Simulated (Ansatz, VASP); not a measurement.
**One calculation of Hf2BrO4, two programs**

The input INCAR:

```
ALGO     = Normal         # electronic algorithm
DIPOL    = 0.5 0.5 0.323
EDIFF    = 1E-6           # SCF threshold, eV
ENCUT    = 520            # plane-wave cutoff, eV
GGA      = PE             # functional
IDIPOL   = 3            
ISIF     = 2              # what is computed and relaxed
ISMEAR   = 0              # smearing method
ISPIN    = 2              # spin polarisation
IVDW     = 12             # dispersion correction
LASPH    = True           # aspherical terms in the spheres
LCHARG   = True           # write CHGCAR
LDIPOL   = True         
LELF     = True           # ELF
LMAXMIX  = 4              # l up to which the mixer works
LORBIT   = 11             # projections on sites
LREAL    = False          # projectors in reciprocal space
LVACPOTAV= True         
LVHAR    = True         
LWAVE    = False          # write WAVECAR
MAGMOM   = 0 0 0 0 0 0 1  # initial moments
NBANDS   = 38             # bands
NELM     = 150            # most SCF steps
PREC     = Accurate       # precision mode
SIGMA    = 0.05           # smearing width, eV
```

KPOINTS

```
k-points
0
Gamma
  9 9 1
```

POSCAR

```
Hf2BrO4
1.0
    3.5874453662      0.0000000000      0.0000000000
   -1.7937226831      3.1068188218      0.0000000000
    0.0000000000      0.0000000000     21.3612281216
O Hf Br
4 2 1
Direct
    0.0000000000      0.0000000000      0.1872551511
    0.3333333333      0.6666666667      0.2558171472
    0.6666666667      0.3333333333      0.3197112957
    0.0000000000      0.0000000000      0.3914207589
    0.6666666667      0.3333333333      0.2215361492
    0.3333333333      0.6666666667      0.3544180163
    0.6666666667      0.3333333333      0.5318621222
```

Input for Ansatz:

```yaml
crystal:
  lattice:
    - [3.5874453701, 0.0, 0.0]
    - [-1.793722685, 3.1068188252, 0.0]
    - [0.0, 0.0, 21.3612281329]
  atoms:
    - { symbol: O, position: [0.0, 0.0, 0.187255151] }
    - { symbol: Hf, position: [0.6666666667, 0.3333333333, 0.2215361491] }
    - { symbol: O, position: [0.3333333333, 0.6666666667, 0.2558171471] }
    - { symbol: O, position: [0.6666666667, 0.3333333333, 0.3197112951] }
    - { symbol: Hf, position: [0.3333333333, 0.6666666667, 0.354418017] }
    - { symbol: O, position: [0.0, 0.0, 0.3914207592] }
    - { symbol: Br, position: [0.6666666667, 0.3333333333, 0.5318621224], spin: 1.0 }
basis:
  ecutwfc: 420
kpoints:
  mp_grid: { grid: [9, 9, 1] }
hamiltonian:
  xc: pbe
  pseudopotentials: { kind: paw, azcp: { folder: soft_1 } }
  dispersion: d3bj
scf:
  occupations: { method: gaussian, width: 0.05 }
output:
  forces: true
  eigenvalues: true
  populations: true
magnetization:
  spin_polarized: true
efield:
  axis: 3
  dipole_correction: true
  ramp_width: 0.04
```

Alike in both runs: task single point; functional PBE; dispersion D3(BJ); k mesh 9 × 9 × 1; occupations gaussian, width 0.05 eV; collinear spin.

|  | VASP | Ansatz |
| --- | --- | --- |
| version | VASP 6.6.1 | Ansatz 0.2.0 |
| potentials or method | VASP PAW PBE potentials, release 64 (O, Hf_pv, Br), cutoff 520 eV | scalar-relativistic, plane waves, PAW |
| valence electrons in the cell | 51 | 83 |

VASP gave:

| Quantity | Value |
| --- | --- |
| gap on the k mesh at the Fermi level (eV) | none |
| rms of the force components (eV/Å) | 0.196 |
| net moment per atom (μB) | 0.11 |
| size of the moment on the site where the two differ most (μB) | 0.57 |
| work function, face that differs most (eV) | 6.25 |

Q: What did Ansatz give for the same quantities?

A: gap on the k mesh at the Fermi level (eV): none; rms of the force components (eV/Å): 0.194; net moment per atom (μB): 0.11; size of the moment on the site where the two differ most (μB): 0.72; work function, face that differs most (eV): 6.23.

Site moments also hang on the region over which each program counts them. A gap of «none» marks a metal or a gap that the smearing closes. VASP's potentials hold 51 valence electrons a cell and Ansatz's 83, so a difference there can come from the potentials and not from the codes. Ansatz's warnings: stability check not made.

Neither program's run includes spin-orbit coupling.
